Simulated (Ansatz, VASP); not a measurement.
# Two plane-wave programs on Si2Mo

```xyz
3
Lattice="-1.6106 1.6106 3.9565 1.6106 -1.6106 3.9565 1.6106 1.6106 -3.9565" Properties=species:S:1:pos:R:3 pbc="T T T"
Si    0.0000    0.0000    2.6350
Si    0.0000    0.0000    5.2780
Mo    0.0000    0.0000    0.0000
```

Alike in both runs: task single point; functional PBE; k mesh 13 × 13 × 13; occupations fermi-dirac, width 0.15 eV; no spin polarisation.

|  | VASP | Ansatz |
| --- | --- | --- |
| version | VASP 6.6.1 | Ansatz 0.2.0 |
| potentials or method | VASP PAW PBE potentials, release 64 (Si, Mo_sv), cutoff 520 eV | plane waves, PAW |
| valence electrons in the cell | 22 | 22 |

VASP gave:

| Item | Value |
| --- | --- |
| pressure (GPa) | -1.6 |
| traceless stress, the component that is largest in VASP (GPa) | -0.91 |

Q: Estimate Ansatz's values.

A: Pressure (GPa): -1.8; traceless stress, the component that is largest in VASP (GPa): -0.91.
